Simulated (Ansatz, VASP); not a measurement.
**MoS in VASP and in Ansatz**

INCAR

```
SYSTEM = MoS
PREC     = Accurate       ! precision mode
ENCUT    = 520            ! plane-wave cutoff, eV
EDIFF    = 1E-6           ! SCF threshold, eV
ISMEAR   = 0              ! smearing method
SIGMA    = 0.1            ! smearing width, eV
LREAL    = .FALSE.        ! projectors in reciprocal space
LASPH    = .TRUE.         ! aspherical terms in the spheres
NELM     = 150            ! most SCF steps
ALGO     = Normal         ! electronic algorithm
ISIF     = 2              ! what is computed and relaxed
LWAVE    = .FALSE.        ! write WAVECAR
LCHARG   = .FALSE.        ! write CHGCAR
LMAXMIX  = 4              ! l up to which the mixer works
LDAU     = .TRUE.         ! DFT+U
LDAUTYPE = 2            
LDAUL    = 2 -1           ! shell
LDAUU    = 4.38 0         ! U, eV
LDAUJ    = 0 0          
LDAUPRINT= 1            
GGA      = PE             ! functional
NBANDS   = 17             ! bands
```

Contents of KPOINTS:

```
regular mesh
0
G
  12 12 12
  0 0 0
```

POSCAR

```
MoS
1.0
    0.0000000000      3.0716410658      3.0716410658
    3.0716410658      0.0000000000      3.0716410658
    3.0716410658      3.0716410658      0.0000000000
Mo S
1 1
Direct
    0.0000000000      0.0000000000      0.0000000000
    0.2500000000      0.2500000000      0.2500000000
```

Input for Ansatz:

```yaml
crystal:
  lattice:
    - [0.0, 3.071641067, 3.071641067]
    - [3.071641067, 0.0, 3.071641067]
    - [3.071641067, 3.071641067, 0.0]
  atoms:
    - { symbol: Mo, position: [0.0, 0.0, 0.0] }
    - { symbol: S, position: [0.25, 0.25, 0.25] }
basis:
  ecutwfc: 420
kpoints:
  mp_grid: { grid: [12, 12, 12] }
hamiltonian:
  xc: pbe
  hubbard: { sites: [{ species: Mo, l: d, u_eff: 4.38 }] }
scf:
  occupations: { method: gaussian, width: 0.1 }
output:
  forces: true
  stress: true
  eigenvalues: true
```

Alike in both runs: task single point; functional PBE; k mesh 12 × 12 × 12; occupations gaussian, width 0.1 eV; no spin polarisation; Hubbard terms Mo d U = 4.38 eV.

|  | VASP | Ansatz |
| --- | --- | --- |
| version | VASP 6.6.1 | Ansatz 0.2.0 |
| potentials or method | VASP PAW PBE potentials, release 64 (Mo_sv, S), cutoff 520 eV | scalar-relativistic, plane waves, PAW |
| valence electrons in the cell | 20 | 20 |

Ansatz gave:

```
gap on the k mesh at the Fermi level (eV) : 1.66
least direct gap on the mesh (eV)         : 1.69
pressure (GPa)                            : -9.7
```

Estimate VASP's values.

gap on the k mesh at the Fermi level (eV): 0.74; least direct gap on the mesh (eV): 0.74; pressure (GPa): -9.8.

The programs project onto different local orbitals, so the same U acts differently, and such runs can settle in different states.
